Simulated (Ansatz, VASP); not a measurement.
Two plane-wave programs on Cu

INCAR

```
PREC = Accurate
ENCUT = 700
EDIFF = 1E-6
ISMEAR = -1
SIGMA = 0.05
LREAL = False
LASPH = True
NELM = 120
ALGO = Normal
ISIF = 2
LWAVE = False
LCHARG = False
GGA = PE
NBANDS = 46
GGA_COMPAT = False
```

The input KPOINTS:

```
regular mesh
0
Gamma
  12 12 4
```

Contents of POSCAR:

```
Cu
1.0
    2.4965603200      0.0000000000      0.0000000000
   -1.2482801600      2.1620846592      0.0000000000
    0.0000000000      0.0000000000      8.1501552425
Cu
4
Direct
    0.6666666667      0.3333333333      0.7500000000
    0.0000000000      0.0000000000      0.5000000000
    0.3333333333      0.6666666667      0.2500000000
    0.0000000000      0.0000000000      0.0000000000
```

The input input.yaml:

```yaml
crystal:
  lattice:
    - [2.49656032, 0.0, 0.0]
    - [-1.24828016, 2.1620846592, 0.0]
    - [0.0, 0.0, 8.1501552425]
  atoms:
    - { symbol: Cu, position: [0.6666666667, 0.3333333333, 0.75] }
    - { symbol: Cu, position: [0.0, 0.0, 0.5] }
    - { symbol: Cu, position: [0.3333333333, 0.6666666667, 0.25] }
    - { symbol: Cu, position: [0.0, 0.0, 0.0] }
hamiltonian:
  xc: pbe
  pseudopotentials: { kind: paw }
kpoints:
  mp_grid: { grid: [12, 12, 4] }
scf:
  occupations: { method: fermi_dirac, width: 0.05 }
output:
  forces: true
  stress: true
  eigenvalues: true
```

Alike in both runs: task single point; functional PBE; k mesh 12 × 12 × 4; occupations fermi-dirac, width 0.05 eV; no spin polarisation.

|  | VASP | Ansatz |
| --- | --- | --- |
| version | VASP 6.6.1 | Ansatz 0.2.0 |
| potentials or method | VASP PAW PBE potentials, release 64 (Cu_sv_GW) | Ansatz PAW |
| plane-wave cutoff (eV) | 700 | 420 |
| valence electrons in the cell | 76 | 76 |

Ansatz gave:

* gap on the k mesh at the Fermi level (eV): none
* pressure (GPa): 14.7
* traceless stress, the component that is largest in VASP (GPa): -0.33

Problem. What did VASP give for the same quantities?

Solution. gap on the k mesh at the Fermi level (eV): none; pressure (GPa): 9.2; traceless stress, the component that is largest in VASP (GPa): -0.34.

A gap of «none» marks a metal or a gap that the smearing closes. One of these differences is far larger than is usual between the two programs; its cause wasn't traced. With one functional, cell and mesh, what is left measures potentials, basis and numerics.
